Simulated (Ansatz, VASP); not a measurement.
Mg6O5 in VASP and in Ansatz

Contents of INCAR:

```
SYSTEM = Mg6O5
PREC = Accurate
ENCUT = 520
EDIFF = 1E-6
ISMEAR = 0
SIGMA = 0.05
LREAL = .False.
LASPH = .True.
NELM = 80
ALGO = Normal
ISIF = 2
LWAVE = .False.
LCHARG = .True.
GGA = PS
LELF = .True.
LVHAR = .True.
NBANDS = 32
```

The input KPOINTS:

```
Automatic mesh
0
Gamma
  4 4 4
  0 0 0
```

The input POSCAR:

```
Mg6O5
1.0
    5.5908553621      0.0000000000      0.0000000000
    0.0000000000      5.5908553621      0.0000000000
    0.0000000000      0.0000000000      5.5908553621
Mg O
6 5
Direct
    0.2500000000      0.0000000000      0.5000000000
    0.0000000000      0.5000000000      0.2500000000
    0.5000000000      0.7500000000      0.0000000000
    0.7500000000      0.0000000000      0.5000000000
    0.0000000000      0.5000000000      0.7500000000
    0.5000000000      0.2500000000      0.0000000000
    0.5000000000      0.0000000000      0.2500000000
    0.0000000000      0.7500000000      0.5000000000
    0.6875000000      0.4686988862      0.0000000000
    0.5000000000      0.0000000000      0.7500000000
    0.0000000000      0.2500000000      0.5000000000
```

Input for Ansatz:

```yaml
crystal:
  lattice:
    - [5.5908553621, 0.0, 0.0]
    - [0.0, 5.5908553621, 0.0]
    - [0.0, 0.0, 5.5908553621]
  atoms:
    - { symbol: Mg, position: [0.25, 0.0, 0.5] }
    - { symbol: Mg, position: [0.0, 0.5, 0.25] }
    - { symbol: Mg, position: [0.5, 0.75, 0.0] }
    - { symbol: Mg, position: [0.75, 0.0, 0.5] }
    - { symbol: Mg, position: [0.0, 0.5, 0.75] }
    - { symbol: Mg, position: [0.5, 0.25, 0.0] }
    - { symbol: O, position: [0.5, 0.0, 0.25] }
    - { symbol: O, position: [0.0, 0.75, 0.5] }
    - { symbol: O, position: [0.6875, 0.4686988862, 0.0] }
    - { symbol: O, position: [0.5, 0.0, 0.75] }
    - { symbol: O, position: [0.0, 0.25, 0.5] }
basis:
  ecutwfc: 420
kpoints:
  mp_grid: { grid: [4, 4, 4] }
hamiltonian:
  xc: pbesol
  pseudopotentials: { kind: paw, azcp: { folder: soft_1 } }
scf:
  occupations: { method: gaussian, width: 0.05 }
output:
  forces: true
  stress: true
  eigenvalues: true
```

Change from the starting cell: O vacancy; atom 9 moved -0.125 of the way to it and -0.175 Å across, host rigid.

Alike in both runs: task single point; functional PBEsol; k mesh 4 × 4 × 4; occupations gaussian, width 0.05 eV; no spin polarisation.

|  | VASP | Ansatz |
| --- | --- | --- |
| version | VASP 6.6.1 | Ansatz 0.2.0 |
| potentials or method | VASP PAW PBE potentials, release 64 (Mg, O), cutoff 520 eV | scalar-relativistic, plane waves, PAW |
| valence electrons in the cell | 42 | 90 |

|  | VASP | Ansatz | Ansatz less VASP |
| --- | --- | --- | --- |
| gap on the k mesh at the Fermi level (eV) | 0.82 | 0.81 | -0.008 |
| least direct gap on the mesh (eV) | 1.89 | 1.87 | -0.010 |
| pressure (GPa) | 3.3 | 3.3 | -0.01 |
| traceless stress, the component that is largest in VASP (GPa) | 5.07 | 4.79 | -0.274 |
| rms of the force components (eV/Å) | 2.125 | 2.028 | -0.0970 |

VASP's potentials were made for PBE, not for PBEsol, and Ansatz warns of the same on its side. Atom by atom the forces differ by 0.098 eV/Å (rms over components). The functional is the same, so the differences come from potentials, cutoffs and numerics. VASP's potentials hold 42 valence electrons a cell and Ansatz's 90, so a difference there can come from the potentials and not from the codes.
